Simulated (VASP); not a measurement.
CsLiMoO4:

```xyz
7
Lattice="0.0000 4.1960 4.1960 4.1960 0.0000 4.1960 4.1960 4.1960 0.0000" Properties=species:S:1:pos:R:3 pbc="T T T"
Cs    6.2940    6.2940    6.2940
Li    4.1960    4.1960    4.1960
Mo    2.0980    2.0980    2.0980
O     3.1152    5.2768    5.2768
O     5.2768    5.2768    3.1152
O     5.2768    3.1152    5.2768
O     3.1152    3.1152    3.1152
```

* Program: VASP 6.6.1
* Task: relaxation of volume and atoms at fixed shape
* Functional: LDA
* Potentials or basis: VASP PAW LDA potentials, release 64 (Cs_sv, Li_sv, Mo_sv, O)
* Cutoff: 600 eV
* k mesh: 5 × 5 × 5
* Occupations: methfessel-paxton, width 0.02 eV
* Spin: no spin polarisation

At the start: pressure -1.7 GPa; volume 21.11 Å³/atom.

Q: Where does the relaxation end?

A: Over 7 steps the energy falls by 6.7 meV/atom and the volume is 20.01 Å³/atom (-5.2 %); space group F-43m (No. 216, to 0.1 Å) before and after.

The path:
```csv
step,energy change (eV),largest force (eV/Å),pressure (GPa),volume (Å³)
1,0.0000,0.1144,-1.66,147.76
2,-0.0263,0.6173,0.45,143.13
3,-0.0264,0.6265,0.47,143.05
4,-0.0414,0.3335,0.30,141.60
5,-0.0439,0.1996,0.03,139.00
6,-0.0470,0.0383,0.13,140.14
7,-0.0470,0.0253,0.10,140.08
```

Final structure:
```yaml
crystal:
  lattice:
    - [0.00000, 4.12210, 4.12210]
    - [4.12210, 0.00000, 4.12210]
    - [4.12210, 4.12210, 0.00000]
  atoms:
    - { symbol: Cs, position: [0.75000, 0.75000, 0.75000] }
    - { symbol: Li, position: [0.50000, 0.50000, 0.50000] }
    - { symbol: Mo, position: [0.25000, 0.25000, 0.25000] }
    - { symbol: O, position: [0.88101, 0.37300, 0.37300] }
    - { symbol: O, position: [0.37300, 0.37300, 0.88101] }
    - { symbol: O, position: [0.37300, 0.88101, 0.37300] }
    - { symbol: O, position: [0.37300, 0.37300, 0.37300] }
```

Caveat: the cutoff is under 1.25 times the usual one of these potentials, so pressure, stress and relaxed cells hold a basis-set (Pulay) error.
